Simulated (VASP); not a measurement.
A run of VASP 6.6.1:

Contents of INCAR:

```
SYSTEM = As
PREC = Accurate
ENCUT = 500
EDIFF = 1E-7
ISMEAR = 0
SIGMA = 0.1
LREAL = .FALSE.
LASPH = .TRUE.
NELM = 120
ALGO = Normal
ISIF = 3
LWAVE = .FALSE.
LCHARG = .FALSE.
GGA = PE
IBRION = 2
NSW = 90
EDIFFG = -0.04
GGA_COMPAT = .FALSE.
NELMIN = 4
```

KPOINTS

```
regular mesh
0
G
  6 6 6
  0 0 0
```

The input POSCAR:

```
As
1.0
    1.7690856180      1.0213820577      4.2361883263
   -1.7690856180      1.0213820577      4.2361883263
    0.0000000000     -2.0427641155      4.2361883263
As
2
Direct
    0.0577000000      0.0577000000      0.0577000000
    0.9423000000      0.9423000000      0.9423000000
```

Potentials or basis: VASP PAW PBE potentials, release 64 (As).

Launch:

```sh
$ cat potpaw_PBE.64/As/POTCAR > POTCAR
$ mpirun -np 1 vasp_std > vasp.out
```

Hardware: 1 thread of Intel Xeon 8259CL, on a shared host.

Task: How long does it take, and how much memory?

Result: Wall time 9.1 min on 1 thread of Intel Xeon 8259CL (shared host), peak memory 0.21 GiB. Counts: scf iterations 211, k points 32, ion steps 19.
